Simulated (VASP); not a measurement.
Input of a VASP 6.6.1 run:

File INCAR:

```
ALGO = Normal
EDIFF = 1E-7
ENCUT = 520
ISIF = 2
ISMEAR = -1
LASPH = T
LCHARG = F
LREAL = F
LWAVE = F
NBANDS = 21
NELM = 100
PREC = Accurate
SIGMA = 0.05
```

The input KPOINTS:

```
k-points
0
Gamma
  16 16 9
```

Contents of POSCAR:

```
W
1.0
   -1.5673368545      1.5673368545      1.5673368545
    1.5673368545     -1.5673368545      1.5673368545
    3.1346737090      3.1346737090      0.0000000000
W
2
Direct
    0.0000000000      0.0000000000      0.0000000000
    0.5000000000      0.5000000000      0.5000000000
```

Potentials or basis: VASP PAW LDA potentials, release 64 (W_sv).

Command:

```bash
$ cat potpaw_LDA.64/W_sv/POTCAR > POTCAR
$ mpirun -np 1 vasp_std > vasp.out
```

Task: Predict the band gap on the k mesh.

Result: Zero (bands 14 and 15 overlap by 3.64 eV).

Task: Estimate the pressure.

Result: 2.1 GPa.

Caveat: spin-orbit coupling is left out, which moves the levels of the heavy elements.
